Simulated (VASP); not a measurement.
A run of VASP 6.6.1 is set up as follows.

The input INCAR:

```
PREC     = Accurate       # precision mode
ENCUT    = 600            # plane-wave cutoff, eV
EDIFF    = 1E-6           # SCF threshold, eV
ISMEAR   = 0              # smearing method
SIGMA    = 0.02           # smearing width, eV
LREAL    = False          # projectors in reciprocal space
LASPH    = True           # aspherical terms in the spheres
NELM     = 100            # most SCF steps
ALGO     = Normal         # electronic algorithm
ISIF     = 3              # what is computed and relaxed
LWAVE    = False          # write WAVECAR
LCHARG   = False          # write CHGCAR
GGA      = PE             # functional
IVDW     = 12             # dispersion correction
IBRION   = 2              # ionic algorithm
NSW      = 70             # ionic steps
EDIFFG   = -0.005         # ionic threshold
```

KPOINTS

```
Automatic mesh
0
Gamma
  12 12 6
```

Contents of POSCAR:

```
SiC
1.0
    3.0919379459      0.0000000000      0.0000000000
   -1.5459689730      2.6776968081      0.0000000000
    0.0000000000      0.0000000000      5.0742918075
Si C
2 2
Direct
    0.6666666667      0.3333333333     -0.0004183979
    0.3333333333      0.6666666667      0.4995816021
    0.6666666667      0.3333333333      0.3754183979
    0.3333333333      0.6666666667      0.8754183979
```

Potentials or basis: VASP PAW PBE potentials, release 64 (Si, C).

Launch:

```sh
$ cat potpaw_PBE.64/Si/POTCAR potpaw_PBE.64/C/POTCAR > POTCAR
$ mpirun -np 1 vasp_std > vasp.out
```

**Question.** Estimate the space group after relaxing (to 0.1 Å).

**Answer.** P6_3mc (No. 186).

**Question.** What does it give for the relaxed cell?

**Answer.** a = 3.069 Å, b = 3.069 Å, c = 5.037 Å, α = 90.00°, β = 90.00°, γ = 120.00°.

**Question.** What does it give for the band gap on the k mesh?

**Answer.** 2.26 eV (least direct gap 3.98 eV).

**Question.** Estimate the dispersion energy per atom.

**Answer.** -0.303 eV.

Step by step:
```csv
step,energy change (eV),largest force (eV/Å),pressure (GPa),volume (Å³)
1,0.0000,0.0008,-4.72,42.01
2,0.0011,0.0093,5.31,40.16
3,-0.0139,0.0047,0.00,41.09
4,-0.0139,0.0048,0.09,41.07
5,-0.0139,0.0063,-0.08,41.10
6,-0.0139,0.0009,0.00,41.09
```

A k mesh can miss the band edges.
